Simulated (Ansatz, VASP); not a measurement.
This is a calculation of Sb for VASP 6.6.1.

File INCAR:

```
  PREC = Accurate
  ENCUT = 520
  EDIFF = 1E-7
  ISMEAR = 0
  SIGMA = 0.028999999999999998
  LREAL = False
  LASPH = True
  NELM = 60
  ALGO = Normal
  ISIF = 2
  LWAVE = False
  LCHARG = False
  GGA = PE
  NBANDS = 12
```

File KPOINTS:

```
regular mesh
0
Gamma
  8 8 8
```

The input POSCAR:

```
Sb
1.0
    2.1542000000      1.2437279499      3.7580000000
   -2.1542000000      1.2437279499      3.7580000000
    0.0000000000     -2.4874558998      3.7580000000
Sb
2
Direct
    0.7665100000      0.7665100000      0.7665100000
    0.2334900000      0.2334900000      0.2334900000
```

Potentials or basis: VASP PAW PBE potentials, release 64 (Sb).

The run is started by

```console
$ cat potpaw_PBE.64/Sb/POTCAR > POTCAR
$ mpirun -np 1 vasp_std > vasp.out
```

**Question.** Translate it to Ansatz 0.2.0. Potentials there: all-electron LAPW, scalar-relativistic.

**Answer.** As run (the cutoff follows the program's own potentials):

File input.yaml:

```yaml
crystal:
  lattice:
    - [2.1542, 1.2437279499, 3.758]
    - [-2.1542, 1.2437279499, 3.758]
    - [0.0, -2.4874558998, 3.758]
  atoms:
    - { symbol: Sb, position: [0.76651, 0.76651, 0.76651] }
    - { symbol: Sb, position: [0.23349, 0.23349, 0.23349] }
kpoints:
  mp_grid: { grid: [8, 8, 8] }
scf:
  occupations: { method: gaussian, width: 0.029 }
hamiltonian:
  xc: pbe
  pseudopotentials: { kind: all_electron, lapw: { basis_error: 0.001 } }
output:
  forces: true
  stress: true
  eigenvalues: true
```

Potentials or basis: all-electron LAPW, scalar-relativistic.

Launch:

```sh
$ ansatz run input.yaml --threads 1 --pin off --max-ram 3072MiB --backend cpu --events-out ev --progress --plain --runs-dir out
```

Both were run:

|  | VASP | Ansatz | Ansatz less VASP |
| --- | --- | --- | --- |
| gap on the k mesh at the Fermi level (eV) | none | none | - |
| pressure (GPa) | 2.8 | 2.7 | -0.07 |
| traceless stress, the component that is largest in VASP (GPa) | -0.49 | -0.47 | +0.025 |
| rms of the force components (eV/Å) | 0.107 | 0.082 | -0.0246 |

Atom by atom the forces differ by 0.025 eV/Å (rms over components). A gap of «none» marks a metal or a gap that the smearing closes. Ansatz ran all-electron here, and VASP with PAW potentials.

Spin-orbit coupling is off throughout.
